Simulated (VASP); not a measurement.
# Ni: single point with r2SCAN

Crystal: Ni.

```
Ni
1.0
     0.00000    3.53173    3.53173
     1.76587    0.00000    1.76587
     1.76587    1.76587    0.00000
Ni
2
Direct
  0.00000 0.00000 0.00000
  0.50000 0.00000 0.00000
```

```yaml
Program: VASP 6.6.1
Task: single point
Functional: r2SCAN
Potentials_or_basis: VASP PAW PBE potentials, release 64 (Ni)
Cutoff: 520 eV
k_mesh: 7 × 14 × 14
Occupations: fermi-dirac, width 0.05 eV
Spin: collinear spin, ferromagnetic start
Starting_moments: "[2.0, 2.0] μB"
Dipole_correction: no
Further_INCAR_settings: ALGO = Normal; EDIFF = 1e-06; NBANDS = 21
```

- Pressure: -8.5 GPa
- Net moment: 1.50 μB per cell
- Site moments: Ni +0.78 μB
- Valence electrons inside the program's atomic spheres: Ni 9.32

Levels at points of the mesh, in eV from the Fermi level:
Spin up:
```csv
k point,band 8,band 9,band 10,band 11,band 12,band 13,band 14,band 15
"(0.00, 0.00, 0.00)",-1.67,-1.67,-1.10,-1.10,-0.39,5.52,22.87,24.42
"(0.00, 0.50, 0.00)",-1.04,-1.04,-0.98,-0.39,2.46,5.52,9.22,15.27
```
Spin down:
| k point | band 6 | band 7 | band 8 | band 9 | band 10 | band 11 | band 12 | band 13 |
| --- | --- | --- | --- | --- | --- | --- | --- | --- |
| (0.00, 0.00, 0.00) | -1.57 | -1.57 | -0.90 | -0.90 | -0.62 | 0.18 | 0.18 | 6.24 |
| (0.00, 0.50, 0.00) | -0.62 | -0.17 | 0.18 | 0.18 | 0.55 | 0.55 | 2.20 | 6.24 |

Run time: 5.3 min on 1 thread of AMD EPYC 9R45 96-Core Processor (Zen 5), on a shared host, peak memory 0.2 GiB.

Caveat: the cell stands under tension; the PAW data sets were made with another functional, which shifts forces and pressure a little.
